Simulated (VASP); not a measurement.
# H (Cmcm) in VASP: single point with PBE

Aim: the single point of H with PBE.

Program: VASP 6.6.1. These are calculated values, not measurements. Logs are shortened: lines on timing, memory, paths and dates and some standing lists are left out, and cuts for length are marked.

### Step 1. The cell of the first run

The structure is orthorhombic, space group Cmcm (No. 63). Conventional cell: a = 3.572 Å, b = 5.730 Å, c = 6.838 Å, α = 90.00°, β = 90.00°, γ = 90.00°. Within 1.0 Å of H (site symmetry m) lie 1 H at 0.75 Å.

### Step 2. Single point, PBE

Contents of INCAR:

```
PREC     = Accurate       # precision mode
ENCUT    = 520            # plane-wave cutoff, eV
EDIFF    = 1E-6           # SCF threshold, eV
ISMEAR   = 0              # smearing method
SIGMA    = 0.02           # smearing width, eV
LREAL    = False          # projectors in reciprocal space
LASPH    = True           # aspherical terms in the spheres
NELM     = 60             # most SCF steps
ALGO     = Normal         # electronic algorithm
ISIF     = 2              # what is computed and relaxed
LWAVE    = False          # write WAVECAR
LCHARG   = False          # write CHGCAR
GGA      = PE             # functional
NBANDS   = 10             # bands
```

Contents of KPOINTS:

```
Automatic mesh
0
Gamma
  8 8 4
```

Contents of POSCAR:

```
H
1.0
    1.7860521090     -2.8651041797      0.0000000000
    1.7860521090      2.8651041797      0.0000000000
    0.0000000000      0.0000000000      6.8376194868
H
4
Direct
    0.5539867033      0.4460132967      0.9689569962
    0.4460132967      0.5539867033      0.0310430038
    0.4460132967      0.5539867033      0.4689569962
    0.5539867033      0.4460132967      0.5310430038
```

Potentials or basis: VASP PAW PBE potentials, release 64 (H).

Run with:

```console
$ cat potpaw_PBE.64/H/POTCAR > POTCAR
$ mpirun -np 1 vasp_std > vasp.out
```

OUTCAR:

```text
PREC = Accurate
   ENCUT = 520
   EDIFF = 1E-6
   ISMEAR = 0
   LREAL = False
   LASPH = True
   NELM = 60
   ISIF = 2
   GGA = PE

 ion  position               nearest neighbor table
   1  0.554  0.446  0.969-   2 0.75
   2  0.446  0.554  0.031-   1 0.75
   3  0.446  0.554  0.469-   4 0.75
   4  0.554  0.446  0.531-   3 0.75

  LATTYP: Found a base centered orthorhombic cell.
 ALAT       =     3.5721042180
 B/A-ratio  =     1.6041548649
 C/A-ratio  =     1.9141713314

  Lattice vectors:

 A1 = (   1.7860521090,  -2.8651041797,   0.0000000000)
 A2 = (   1.7860521090,   2.8651041797,   0.0000000000)
 A3 = (   0.0000000000,   0.0000000000,   6.8376194868)

Analysis of symmetry for initial positions (statically):
=====================================================================
 Subroutine PRICEL returns:
 Original cell was already a primitive cell.

 Routine SETGRP: Setting up the symmetry group for a
 base centered orthorhombic supercell.

 Subroutine GETGRP returns: Found  8 space group operations
 (whereof  4 operations were pure point group operations)
 out of a pool of  8 trial point group operations.

The static configuration has the point symmetry C_2h.
 The point group associated with its full space group is D_2h.

Analysis of symmetry for dynamics (positions and initial velocities):
=====================================================================
 Subroutine PRICEL returns:
 Original cell was already a primitive cell.

 Routine SETGRP: Setting up the symmetry group for a
 base centered orthorhombic supercell.

 Subroutine GETGRP returns: Found  8 space group operations
 (whereof  4 operations were pure point group operations)
 out of a pool of  8 trial point group operations.

The dynamic configuration has the point symmetry C_2h.
 The point group associated with its full space group is D_2h.

 Subroutine INISYM returns: Found  8 space group operations
 (whereof  4 operations are pure point group operations),
 and found     1 'primitive' translations

----------------------------------------------------------------------------------------

                                     Primitive cell

  volume of cell :      69.9793

  direct lattice vectors                    reciprocal lattice vectors
     1.786052109 -2.865104180  0.000000000     0.279947039 -0.174513724  0.000000000
     1.786052109  2.865104180  0.000000000     0.279947039  0.174513724  0.000000000
[... 99 lines left out ...]
   PSTRESS=    0.0 pullay stress
   NELECT =       4.0000    total number of electrons
   NUPDOWN=      -1.0000    fix difference up-down
   EMIN   =  10.00;   EMAX   =-10.00  energy-range for DOS
   EFERMI =   0.00;   METHOD = LEGACY
   ISMEAR =     0;   SIGMA  =   0.02  broadening in eV -4-tet -1-fermi 0-gaus
   EFERMI_NEDOS =   21; number of points for ismear=-14 and -15
   IALGO  =     38    algorithm
   IMIX   =      4    mixing-type and parameters
     AMIX     =   0.40;   BMIX     =  1.00
     AMIX_MAG =   1.60;   BMIX_MAG =  1.00
  volume/ion in A,a.u.               =      17.49       118.06
  Fermi-wavevector in a.u.,A,eV,Ry     =   0.630626  1.191710  5.410884  0.397689
  Thomas-Fermi vector in A             =   1.693323
   LORBIT       =      0    0 simple, 1 ext, 2 COOP (PROOUT), +10 PAW based schemes
   GGA     = PE    functional components
   LHFCALC =     F    Hartree Fock is set to
   AEXX    =    0.0000 exact exchange contribution
   IVDW    =     0    specifies the selected vdW correction
   LEPSILON=     F    determine dielectric tensor
   LRPA    =     F    only Hartree local field effects (RPA)
 non-spin polarized calculation
 Gauss-broadening in eV      SIGMA  =   0.02
  energy-cutoff  :      520.00
  volume of cell :       69.98
 maximum number of plane-waves:      1906
 NGX is ok and might be reduce to    28
   NGX = 13   NGY = 13   NGZ = 25

 number of electron       3.9999999 magnetization

 Free energy of the ion-electron system (eV)
  ---------------------------------------------------
  ext. energy  EPLUGINS =         0.00000000
  ---------------------------------------------------
  free energy    TOTEN  =       -13.57511897 eV

  energy without entropy =      -13.57511897  energy(sigma->0) =      -13.57511897

 E-fermi :  -8.8216     XC(G=0):  -4.3890

 val. band max:       -8.9452986526   @ k =   0.5000   0.5000   0.0000
 cond. band min:      -0.1051017423   @ k =   0.0000   0.0000   0.0000
 fundamental gap:      8.8401969103
 Fermi energy:        -8.8215599335

 k-point     1 :       0.0000    0.0000    0.0000
  band No.  band energies     occupation
      1     -10.2513      2.00000
      2      -9.7433      2.00000
      3      -0.1051      0.00000
      4       2.5453      0.00000
      5       6.1052      0.00000
      6       6.5476      0.00000
      7       7.9617      0.00000
      8      10.3733      0.00000
      9      10.7197      0.00000
     10      10.7563      0.00000
[... 287 lines left out ...]
 k-point    24 :       0.2500    0.0000    0.2500
  band No.  band energies     occupation
      1      -9.8385      2.00000
      2      -9.5235      2.00000
      3       0.9607      0.00000
      4       1.7935      0.00000
      5       4.0462      0.00000
      6       5.4145      0.00000
      7       7.5208      0.00000
      8       8.3355      0.00000
      9       9.4222      0.00000
     10       9.8377      0.00000

 [... further k-points ...]

------------------------ aborting loop because EDIFF is reached ----------------------------------------

  FORCE on cell =-STRESS in cart. coord.  units (eV):
  Direction    XX          YY          ZZ          XY          YZ          ZX
  --------------------------------------------------------------------------------------
  -------------------------------------------------------------------------------------
  Total       -0.0432975     -0.0648886     -0.0482853      0.0000000     -0.0000000      0.0000000
  in kB       -0.9912972     -1.4856266     -1.1054932      0.0000000     -0.0000000      0.0000000
  external PRESSURE =      -1.1941390 kB  Pullay stress =       0.0000000 kB

 VOLUME and BASIS-vectors are now :
 -----------------------------------------------------------------------------
  energy-cutoff  :      520.00
  volume of cell :       69.98
      direct lattice vectors                 reciprocal lattice vectors
     1.786052109 -2.865104180  0.000000000     0.279947039 -0.174513724  0.000000000
     1.786052109  2.865104180  0.000000000     0.279947039  0.174513724  0.000000000
     0.000000000  0.000000000  6.837619487     0.000000000  0.000000000  0.146249729

 POSITION                                       TOTAL-FORCE (eV/Angst)
 -----------------------------------------------------------------------------------
      1.78605     -0.30936      6.62536         0.000000      0.002564      0.001550
      1.78605      0.30936      0.21226         0.000000     -0.002564     -0.001550
      1.78605      0.30936      3.20655         0.000000     -0.002564      0.001550
      1.78605     -0.30936      3.63107         0.000000      0.002564     -0.001550
 -----------------------------------------------------------------------------------
    total drift:                                0.000000     -0.000000      0.000000

  FREE ENERGIE OF THE ION-ELECTRON SYSTEM (eV)
  ---------------------------------------------------
  free  energy   TOTEN  =       -13.5751189711 eV

  energy  without entropy=      -13.5751189711  energy(sigma->0) =      -13.57511897
```

OSZICAR:

```text
N       E                     dE             d eps       ncg     rms          rms(c)
DAV:   1    -0.568685993770E+01   -0.56869E+01   -0.14530E+03  1260   0.272E+02
DAV:   2    -0.145498506341E+02   -0.88630E+01   -0.87696E+01  1684   0.507E+01
DAV:   3    -0.148182617816E+02   -0.26841E+00   -0.26833E+00  1540   0.837E+00
DAV:   4    -0.148190448716E+02   -0.78309E-03   -0.78308E-03  1474   0.526E-01
DAV:   5    -0.148190482390E+02   -0.33674E-05   -0.33674E-05  1482   0.348E-02    0.626E+00
DAV:   6    -0.139814695022E+02    0.83758E+00   -0.39861E-01  1334   0.217E+00    0.342E+00
DAV:   7    -0.135659551562E+02    0.41551E+00   -0.92079E-01  1344   0.342E+00    0.406E-01
DAV:   8    -0.135785023569E+02   -0.12547E-01   -0.15985E-02  1282   0.523E-01    0.298E-01
DAV:   9    -0.135751098515E+02    0.33925E-02   -0.67787E-03  1376   0.276E-01    0.222E-02
DAV:  10    -0.135751290006E+02   -0.19149E-04   -0.12286E-04  1356   0.605E-02    0.106E-02
DAV:  11    -0.135751190857E+02    0.99148E-05   -0.14594E-05  1298   0.274E-02    0.212E-03
DAV:  12    -0.135751189711E+02    0.11458E-06   -0.49297E-07  1448   0.313E-03
   1 F= -.13575119E+02 E0= -.13575119E+02  d E =-.117422E-20
```

stdout:

```text
POSCAR found type information on POSCAR H
 POSCAR found :  1 types and       4 ions
 scaLAPACK will be used
 LDA part: xc-table for (Slater+PW92), standard interpolation
 POSCAR, INCAR and KPOINTS ok, starting setup
 FFT: planning ... GRIDC
 FFT: planning ... GRID_SOFT
 FFT: planning ... GRID
 WAVECAR not read
 entering main loop
```

Wall time 58 s (1 thread of Intel Xeon 8259CL, shared host); peak memory 0.19 GiB.

Results:

* Free energy: -13.5751 eV
* Pressure: -0.1 GPa
* Band gap on the k mesh: 8.84 eV (least direct gap 8.98 eV)

Forces in eV/Å, atoms in the order of the input:
```
H    0.000  0.003  0.002
H    0.000 -0.003 -0.002
H    0.000 -0.003  0.002
H    0.000  0.003 -0.002
```

Caveat: this functional lacks dispersion, which holds the molecules together, so the pressure and a relaxed volume are unreliable.
